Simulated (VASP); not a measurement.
Write the native input for VASP 6.6.1 that does the following.

```yaml
Task: single point
Functional: PBEsol
Potentials_or_basis: VASP PAW PBE potentials, release 64 (O)
Cutoff: 520 eV
k_mesh: 1 × 1 × 1
Occupations: gaussian, width 0.02 eV
Spin: collinear spin, ferromagnetic start
Starting_moments: "[1.0, 1.0] μB"
Dipole_correction: no
Further_INCAR_settings: ALGO = Normal; EDIFF = 1e-06; NBANDS = 17
```

The structure of O2 lies in POSCAR:

```
O
1.0
    9.0000000000      0.0000000000      0.0000000000
    0.0000000000      9.5000000000      0.0000000000
    0.0000000000      0.0000000000     10.0000000000
O
2
Direct
    0.5000000000      0.5000000000      0.4395023763
    0.5000000000      0.5000000000      0.5604976237
```

The input as run:

INCAR

```
ALGO     = Normal         # electronic algorithm
EDIFF    = 1E-6           # SCF threshold, eV
ENCUT    = 520            # plane-wave cutoff, eV
GGA      = PS             # functional
ISIF     = 2              # what is computed and relaxed
ISMEAR   = 0              # smearing method
ISPIN    = 2              # spin polarisation
LASPH    = True           # aspherical terms in the spheres
LCHARG   = False          # write CHGCAR
LORBIT   = 11             # projections on sites
LREAL    = False          # projectors in reciprocal space
LWAVE    = False          # write WAVECAR
MAGMOM   = 1 1            # initial moments
NBANDS   = 17             # bands
NELM     = 150            # most SCF steps
PREC     = Accurate       # precision mode
SIGMA    = 0.02           # smearing width, eV
```

KPOINTS

```
k-points
0
Gamma
  1 1 1
```

Potentials or basis: VASP PAW PBE potentials, release 64 (O).

Launch:

```console
$ cat potpaw_PBE.64/O/POTCAR > POTCAR
$ mpirun -np 1 vasp_gam > vasp.out
```

Results of the run:

```json
{"Largest force": "1.386 eV/Å", "Gap between the frontier levels": "2.26 eV", "Net moment": "2.00 μB per cell", "Site moments": "O +0.81 μB", "Valence electrons inside the program's atomic spheres": "O 4.92"}
```

Caveat: the standard files for N, O and F lose accuracy on very short bonds; the PAW data sets were made with another functional, which shifts forces and pressure a little.

It took 99 s on 1 thread of Intel(R) Xeon(R) 6975P-C (Granite Rapids) (shared host), peak memory 1 GiB.
